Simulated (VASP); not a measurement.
SiC, 2 atoms in the cell. Symmetry: Fm-3m, No. 225, cubic system. The conventional cell has a = 4.079 Å, b = 4.079 Å, c = 4.079 Å, α = 90.00°, β = 90.00°, γ = 90.00°. Within 2.7 Å of C (site symmetry m-3m) lie 6 Si at 2.04 Å. Si (site symmetry m-3m) has 6 C at 2.04 Å within 2.7 Å.  This cell differs from its parent crystal: volume scaled by 1.040.

| Quantity | Value |
| --- | --- |
| Program | VASP 6.6.1 |
| Task | single point |
| Functional | r2SCAN |
| Potentials or basis | VASP PAW PBE potentials, release 64 (C, Si) |
| Cutoff | 520 eV |
| k mesh | 18 × 18 × 18 |
| Occupations | gaussian, width 0.05 eV |
| Spin | no spin polarisation |
| Dipole correction | no |
| Further INCAR settings | ALGO = Normal; EDIFF = 1e-06; NBANDS = 11 |

Potentials or basis: VASP PAW PBE potentials, release 64 (C, Si).

Launch:

```bash
$ cat potpaw_PBE.64/C/POTCAR potpaw_PBE.64/Si/POTCAR > POTCAR
$ cp INCAR.step1 INCAR
$ mpirun -np 1 vasp_std > vasp.out
$ cp INCAR.step2 INCAR
$ mpirun -np 1 vasp_std > vasp.out
```

Hardware: 1 thread of Intel Xeon 8259CL, on a shared host.

Task: Estimate the wall time of this run.

Result: It took 3 min on 1 thread of Intel Xeon 8259CL, on a shared host, peak memory 0.17 GiB. Counts: k points 195.
